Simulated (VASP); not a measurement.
# Ir in VASP: notebook

Ir is run at these levels: PBE; tasks: single point.

Everything below comes from runs of VASP 6.6.1. Logs are shortened: lines on timing, memory, paths and dates and some standing lists are left out, and cuts for length are marked.

### 1 The cell of the first run

The cell holds a slab with vacuum, 5 atoms: a = 2.737 Å, b = 2.737 Å, c = 23.939 Å, α = 90.00°, β = 90.00°, γ = 120.00°.

### 2 Single point, PBE

INCAR reads:

```
ALGO = Fast ; EDIFF = 1E-6
ENCUT = 520 ; GGA = PE
ISIF = 2 ; ISMEAR = 0
LASPH = T ; LCHARG = F
LREAL = F ; LWAVE = F
NBANDS = 30 ; NELM = 100
PREC = Accurate ; SIGMA = 0.1
```

KPOINTS reads:

```
k-points
0
Gamma
  15 15 1
```

POSCAR reads:

```
Ir
1.0
    2.7369678024      0.0000000000      0.0000000000
   -1.3684839012      2.3702836462      0.0000000000
    0.0000000000      0.0000000000     23.9388994111
Ir
5
Direct
    0.6666666667      0.3333333333      0.3132976112
    0.3333333333      0.6666666667      0.4066488056
    0.0000000000      0.0000000000      0.5000000000
    0.6666666667      0.3333333333      0.5933511944
    0.3333333333      0.6666666667      0.6867023888
```

Potentials or basis: VASP PAW PBE potentials, release 64 (Ir).

On the command line:

```console
$ cat potpaw_PBE.64/Ir/POTCAR > POTCAR
$ mpirun -np 1 vasp_std > vasp.out
```

OUTCAR:

```text
EDIFF = 1E-6
   ENCUT = 520
   GGA = PE
   ISIF = 2
   ISMEAR = 0
   LASPH = T
   LREAL = F
   NELM = 100
   PREC = Accurate

 ion  position               nearest neighbor table
   1  0.667  0.333  0.313-   2 2.74   2 2.74   2 2.74
   2  0.333  0.667  0.407-   1 2.74   3 2.74   1 2.74   3 2.74   3 2.74   1 2.74
   3  0.000  0.000  0.500-   2 2.74   4 2.74   2 2.74   4 2.74   4 2.74   2 2.74
   4  0.667  0.333  0.593-   5 2.74   3 2.74   5 2.74   3 2.74   3 2.74   5 2.74
   5  0.333  0.667  0.687-   4 2.74   4 2.74   4 2.74

  LATTYP: Found a hexagonal cell.
 ALAT       =     2.7369678024
 C/A-ratio  =     8.7465038464

  Lattice vectors:

 A1 = (   2.7369678024,   0.0000000000,   0.0000000000)
 A2 = (  -1.3684839012,   2.3702836462,   0.0000000000)
 A3 = (   0.0000000000,   0.0000000000,  23.9388994111)

Analysis of symmetry for initial positions (statically):
=====================================================================
 Subroutine PRICEL returns:
 Original cell was already a primitive cell.

 Routine SETGRP: Setting up the symmetry group for a
 hexagonal supercell.

 Subroutine GETGRP returns: Found 12 space group operations
 (whereof 12 operations were pure point group operations)
 out of a pool of 24 trial point group operations.

The static configuration has the point symmetry D_3d.

Analysis of symmetry for dynamics (positions and initial velocities):
=====================================================================
 Subroutine PRICEL returns:
 Original cell was already a primitive cell.

 Routine SETGRP: Setting up the symmetry group for a
 hexagonal supercell.

 Subroutine GETGRP returns: Found 12 space group operations
 (whereof 12 operations were pure point group operations)
 out of a pool of 24 trial point group operations.

The dynamic configuration has the point symmetry D_3d.

 Subroutine INISYM returns: Found 12 space group operations
 (whereof 12 operations are pure point group operations),
 and found     1 'primitive' translations

----------------------------------------------------------------------------------------

                                     Primitive cell

  volume of cell :     155.3010

  direct lattice vectors                    reciprocal lattice vectors
     2.736967802  0.000000000  0.000000000     0.365367835  0.210945218  0.000000000
    -1.368483901  2.370283646  0.000000000     0.000000000  0.421890436  0.000000000
     0.000000000  0.000000000 23.938899411     0.000000000  0.000000000  0.041773015

  length of vectors
     2.736967802  2.736967802 23.938899411     0.421890436  0.421890436  0.041773015

  position of ions in fractional coordinates (direct lattice)
     0.666666667  0.333333333  0.313297611
     0.333333333  0.666666667  0.406648806
     0.000000000  0.000000000  0.500000000
     0.666666667  0.333333333  0.593351194
     0.333333333  0.666666667  0.686702389

  ion indices of the primitive-cell ions
   primitive index   ion index
                 1           1
                 2           2
                 3           3
                 4           4
                 5           5

----------------------------------------------------------------------------------------

 KPOINTS: k-points

Automatic generation of k-mesh.
 Grid dimensions read from file:
 generate k-points for:   15   15    1

 Generating k-lattice:

  Cartesian coordinates                     Fractional coordinates (reciprocal lattice)
     0.024357856  0.014063015  0.000000000     0.066666667  0.000000000  0.000000000
     0.000000000  0.028126029  0.000000000     0.000000000  0.066666667  0.000000000
     0.000000000  0.000000000  0.041773015     0.000000000  0.000000000  1.000000000

  Length of vectors
     0.028126029  0.028126029  0.041773015

  Shift w.r.t. Gamma in fractional coordinates (k-lattice)
     0.000000000  0.000000000  0.000000000

 Subroutine IBZKPT returns following result:
 ===========================================

 Found     27 irreducible k-points:

 Following reciprocal coordinates:
            Coordinates               Weight
  0.000000  0.000000  0.000000      1.000000
  0.066667  0.000000  0.000000      6.000000
  0.133333  0.000000  0.000000      6.000000
  0.200000  0.000000  0.000000      6.000000
  0.266667  0.000000  0.000000      6.000000
  0.333333  0.000000  0.000000      6.000000
[... 16 lines left out ...]
  0.333333  0.200000  0.000000     12.000000
  0.400000  0.200000  0.000000      6.000000
 [... further k-points ...]
   k-points           NKPTS =     27   k-points in BZ     NKDIM =     27   number of bands    NBANDS=     30
   number of dos      NEDOS =    301   number of ions     NIONS =      5
   total plane-waves  NPLWV =  72000
   dimension x,y,z NGX =    20 NGY =   20 NGZ =  180
   dimension x,y,z NGXF=    40 NGYF=   40 NGZF=  360
   ions per type =               5
   NGX,Y,Z   is equivalent  to a cutoff of  12.15, 12.15, 12.50 a.u.
   NGXF,Y,Z  is equivalent  to a cutoff of  24.30, 24.30, 25.00 a.u.
 SYSTEM =  unknown system
   PREC   = accura    normal or accurate (medium, high low for compatibility)
   ISTART =      0    job   : 0-new  1-cont  2-samecut
   ICHARG =      2    charge: 1-file 2-atom 10-const
   ISPIN  =      1    spin polarized calculation?
   LNONCOLLINEAR =      F non collinear calculations
   LSORBIT =      F    spin-orbit coupling
   LASPH  =      T    aspherical Exc in radial PAW
   ENCUT  =  520.0 eV  38.22 Ry    6.18 a.u.   5.09  5.09 44.51*2*pi/ulx,y,z
   NELM   =    100;   NELMIN=  2; NELMDL= -5     # of ELM steps
   EDIFF  = 0.1E-05   stopping-criterion for ELM
   LREAL  =      F    real-space projection
   EDIFFG = 0.1E-04   stopping-criterion for IOM
   NSW    =      0    number of steps for IOM
   IBRION =     -1    ionic relax: 0-MD 1-quasi-New 2-CG
   NFREE  =      0    steps in history (QN), initial steepest desc. (CG)
   ISIF   =      2    stress and relaxation
   ISYM   =      2    0-nonsym 1-usesym 2-fastsym
   POTIM  = 0.5000    time-step for ionic-motion
   TEBEG  =    0.0;   TEEND  =   0.0 temperature during run
   PSTRESS=    0.0 pullay stress
   NELECT =      45.0000    total number of electrons
   NUPDOWN=      -1.0000    fix difference up-down
   EMIN   =  10.00;   EMAX   =-10.00  energy-range for DOS
   EFERMI =   0.00;   METHOD = LEGACY
   ISMEAR =     0;   SIGMA  =   0.10  broadening in eV -4-tet -1-fermi 0-gaus
   EFERMI_NEDOS =   21; number of points for ismear=-14 and -15
   IALGO  =     68    algorithm
   IMIX   =      4    mixing-type and parameters
     AMIX     =   0.40;   BMIX     =  1.00
     AMIX_MAG =   1.60;   BMIX_MAG =  1.00
  volume/ion in A,a.u.               =      31.06       209.60
  Fermi-wavevector in a.u.,A,eV,Ry     =   1.083314  2.047166 15.967373  1.173569
  Thomas-Fermi vector in A             =   2.219377
   LORBIT       =      0    0 simple, 1 ext, 2 COOP (PROOUT), +10 PAW based schemes
   GGA     = PE    functional components
   LHFCALC =     F    Hartree Fock is set to
   AEXX    =    0.0000 exact exchange contribution
   IVDW    =     0    specifies the selected vdW correction
   LEPSILON=     F    determine dielectric tensor
   LRPA    =     F    only Hartree local field effects (RPA)
 non-spin polarized calculation
 RMM-DIIS sequential band-by-band and
 Gauss-broadening in eV      SIGMA  =   0.10
  energy-cutoff  :      520.00
  volume of cell :      155.30
 maximum number of plane-waves:      4221
   NGX = 11   NGY = 11   NGZ = 89

 number of electron      45.0000001 magnetization

 Free energy of the ion-electron system (eV)
  ---------------------------------------------------
  ext. energy  EPLUGINS =         0.00000000
  ---------------------------------------------------
  free energy    TOTEN  =       -42.40538122 eV

  energy without entropy =      -42.37819607  energy(sigma->0) =      -42.39178864

 E-fermi :   1.6501     XC(G=0):  -7.2844

 val. band max:        1.6455461598   @ k =   0.2667   0.0000   0.0000
 cond. band min:       1.6504277041   @ k =   0.3333   0.1333   0.0000
 fundamental gap:      0.0048815443
 Fermi energy:         1.6500707169

 k-point     1 :       0.0000    0.0000    0.0000
  band No.  band energies     occupation
      1      -8.7651      2.00000
      2      -7.7207      2.00000
      3      -6.5363      2.00000
      4      -5.9144      2.00000
      5      -5.8491      2.00000
      6      -2.3026      2.00000
[... 22 lines left out ...]
     29       1.9794      0.00000
     30       2.4351      0.00000

 k-point     2 :       0.0667    0.0000    0.0000
  band No.  band energies     occupation
      1      -8.5965      2.00000
      2      -7.5563      2.00000
      3      -6.3690      2.00000
      4      -5.7508      2.00000
      5      -5.6786      2.00000
      6      -2.4638      2.00000
[... 22 lines left out ...]
     29       2.4481      0.00000
     30       2.6348      0.00000

 k-point     3 :       0.1333    0.0000    0.0000
  band No.  band energies     occupation
      1      -8.1130      2.00000
      2      -7.0943      2.00000
      3      -5.9089      2.00000
      4      -5.3026      2.00000
      5      -5.2075      2.00000
      6      -2.9112      2.00000
[... 22 lines left out ...]
     29       2.4820      0.00000
     30       3.5745      0.00000

 k-point     4 :       0.2000    0.0000    0.0000
  band No.  band energies     occupation
      1      -7.3917      2.00000
      2      -6.4471      2.00000
      3      -5.3359      2.00000
      4      -4.7623      2.00000
      5      -4.5832      2.00000
      6      -3.4565      2.00000
[... 22 lines left out ...]
     29       2.7789      0.00000
     30       4.4841      0.00000

 k-point     5 :       0.2667    0.0000    0.0000
  band No.  band energies     occupation
      1      -6.5988      2.00000
      2      -5.8422      2.00000
      3      -5.0497      2.00000
      4      -4.5360      2.00000
      5      -4.1843      2.00000
      6      -3.9574      2.00000
[... 22 lines left out ...]
     29       3.3913      0.00000
     30       5.2835      0.00000
[... 526 lines left out ...]
     29       4.6569      0.00000
     30       6.5091      0.00000

 k-point    22 :       0.2667    0.2000    0.0000
  band No.  band energies     occupation
      1      -4.9817      2.00000
      2      -4.8263      2.00000
      3      -4.3994      2.00000
      4      -4.2590      2.00000
      5      -3.9707      2.00000
      6      -3.6394      2.00000
[... 22 lines left out ...]
     29       5.8661      0.00000
     30       7.6003      0.00000

 k-point    23 :       0.3333    0.2000    0.0000
  band No.  band energies     occupation
      1      -4.9128      2.00000
      2      -4.8929      2.00000
      3      -4.3227      2.00000
      4      -4.1667      2.00000
      5      -4.1254      2.00000
      6      -3.7024      2.00000
[... 22 lines left out ...]
     29       7.2143      0.00000
     30       8.0173      0.00000

 k-point    24 :       0.4000    0.2000    0.0000
  band No.  band energies     occupation
      1      -4.9651      2.00000
      2      -4.8821      2.00000
      3      -4.3284      2.00000
      4      -4.2013      2.00000
      5      -4.1052      2.00000
      6      -3.6706      2.00000
[... 22 lines left out ...]
     29       7.1281      0.00000
     30       7.6325      0.00000

 [... further k-points ...]
[... 5 lines left out ...]
  --------------------------------------------------------------------------------------
  -------------------------------------------------------------------------------------
  Total       -4.3909325     -4.3909325     -2.5512422      0.0000000      0.0000000      0.0000000
  in kB      -45.2994735    -45.2994735    -26.3201329      0.0000000      0.0000000      0.0000000
  external PRESSURE =     -38.9730266 kB  Pullay stress =       0.0000000 kB

 VOLUME and BASIS-vectors are now :
 -----------------------------------------------------------------------------
  energy-cutoff  :      520.00
  volume of cell :      155.30
      direct lattice vectors                 reciprocal lattice vectors
     2.736967802  0.000000000  0.000000000     0.365367835  0.210945218  0.000000000
    -1.368483901  2.370283646  0.000000000     0.000000000  0.421890436  0.000000000
     0.000000000  0.000000000 23.938899411     0.000000000  0.000000000  0.041773015

 POSITION                                       TOTAL-FORCE (eV/Angst)
 -----------------------------------------------------------------------------------
      1.36848      0.79009      7.50000         0.000000     -0.000000      0.451591
     -0.00000      1.58019      9.73472         0.000000     -0.000000     -0.342807
      0.00000      0.00000     11.96945         0.000000      0.000000      0.000000
      1.36848      0.79009     14.20417        -0.000000      0.000000      0.342807
     -0.00000      1.58019     16.43890         0.000000      0.000000     -0.451591
 -----------------------------------------------------------------------------------
    total drift:                                0.000000     -0.000000     -0.000000

  FREE ENERGIE OF THE ION-ELECTRON SYSTEM (eV)
  ---------------------------------------------------
  free  energy   TOTEN  =       -42.4053812164 eV

  energy  without entropy=      -42.3781960658  energy(sigma->0) =      -42.39178864
```

It took 8.1 min on 1 thread of AMD EPYC 7R13, shared host; peak memory 0.27 GiB.

Results:

| Item | Value |
| --- | --- |
| Free energy | -42.4054 eV |
| Largest force | 0.452 eV/Å |

Forces on the atoms (eV/Å):
```
Ir   0.000  0.000  0.452
Ir   0.000  0.000 -0.343
Ir   0.000  0.000  0.000
Ir   0.000  0.000  0.343
Ir   0.000  0.000 -0.452
```

Caveat: spin-orbit coupling is left out, which moves the levels of the heavy elements.

### 3 Single point, PBE

This run uses another cell than the first one: it holds 4 atoms, not 5.

INCAR reads:

```
ALGO = Normal ; DIPOL = 0.5 0.5 0.500
EDIFF = 1E-7 ; ENCUT = 520
GGA = PE ; IDIPOL = 3
ISIF = 2 ; ISMEAR = 0
LASPH = True ; LCHARG = False
LDIPOL = True ; LREAL = False
LWAVE = False ; NBANDS = 26
NELM = 100 ; PREC = Accurate
SIGMA = 0.1
```

KPOINTS is that of step 2.

POSCAR reads:

```
Ir
1.0
    2.7369678024      0.0000000000      0.0000000000
   -1.3684839012      2.3702836462      0.0000000000
    0.0000000000      0.0000000000     21.7041745583
Ir
4
Direct
    0.6666666667      0.3333333333      0.3455556432
    0.3333333333      0.6666666667      0.4485185477
    0.0000000000      0.0000000000      0.5514814523
    0.6666666667      0.3333333333      0.6544443568
```

Potentials or basis: VASP PAW PBE potentials, release 64 (Ir).

On the command line:

```console
$ cat potpaw_PBE.64/Ir/POTCAR > POTCAR
$ mpirun -np 1 vasp_std > vasp.out
```

Wall time 5.6 min (1 thread of AMD EPYC 7R13, shared host); peak memory 0.25 GiB.

Results (log left out):

* Free energy: -33.5746 eV
* Largest force: 0.438 eV/Å
* Band gap on the k mesh: zero (band 18 reaches 1.79 eV, above the bottom of band 19 at -0.32 eV)

Forces in eV/Å, atoms in the order of the input:
```
Ir   0.000  0.000  0.438
Ir   0.000  0.000 -0.070
Ir   0.000  0.000  0.070
Ir   0.000  0.000 -0.438
```

Levels at points of the mesh, in eV from the Fermi level:
```
           k point  band 14  band 15  band 16  band 17  band 18  band 19  band 20  band 21
(0.00, 0.00, 0.00)    -2.82    -2.82    -1.16    -1.16    -0.81    -0.81    -0.65     0.08
```

Caveat: spin-orbit coupling is left out, which moves the levels of the heavy elements.
